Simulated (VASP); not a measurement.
Set up this calculation in VASP 6.6.1, as the native input.

```yaml
Task: single point
Functional: PBE
Potentials_or_basis: VASP PAW PBE potentials, release 64 (Eu, O)
Cutoff: 600 eV
k_mesh: 6 × 6 × 6
Occupations: gaussian, width 0.1 eV
Spin: collinear spin, ferromagnetic start
Starting_moments: "[7.0, 0.0] μB"
Hubbard_terms: Eu f U = 6.0 eV
Dipole_correction: no
Further_INCAR_settings: ALGO = Normal; EDIFF = 1e-06; NBANDS = 22
```

The structure of EuO lies in POSCAR:

```
EuO
1.0
    0.0000000000      2.5719519658      2.5719519658
    2.5719519658      0.0000000000      2.5719519658
    2.5719519658      2.5719519658      0.0000000000
Eu O
1 1
Direct
    0.5000000000      0.5000000000      0.5000000000
    0.0000000000      0.0000000000      0.0000000000
```

One way to write it, as run:

INCAR

```
  PREC = Accurate
  ENCUT = 600
  EDIFF = 1E-6
  ISMEAR = 0
  SIGMA = 0.1
  LREAL = F
  LASPH = T
  NELM = 200
  ALGO = Normal
  ISIF = 2
  LWAVE = F
  LCHARG = T
  ISPIN = 2
  MAGMOM = 7 0
  LORBIT = 11
  LMAXMIX = 6
  LDAU = T
  LDAUTYPE = 2
  LDAUL = 3 -1
  LDAUU = 6 0
  LDAUJ = 0 0
  LDAUPRINT = 1
  GGA = PE
  LELF = T
  LVHAR = T
  NBANDS = 22
  GGA_COMPAT = F
```

KPOINTS

```
Automatic mesh
0
Gamma
  6 6 6
```

Potentials or basis: VASP PAW PBE potentials, release 64 (Eu, O).

Launch:

```bash
$ cat potpaw_PBE.64/Eu/POTCAR potpaw_PBE.64/O/POTCAR > POTCAR
$ mpirun -np 1 vasp_std > vasp.out
```

Results of the run:

```
Pressure                                              : 1.2 GPa
Band gap on the k mesh                                : zero (filled and empty bands overlap)
Net moment                                            : 7.00 μB per cell
Site moments                                          : Eu +6.72; O -0.09 μB
Valence electrons inside the program's atomic spheres : Eu 14.95; O 4.96
```

Caveat: spin-orbit coupling is left out, which moves the levels of the heavy elements; a cell with one magnetic atom can't hold antiferromagnetic order, which such compounds often take.

It took 72 s on 1 thread of Oxide Virtual Turin-like Processor (shared host), peak memory 0.18 GiB.
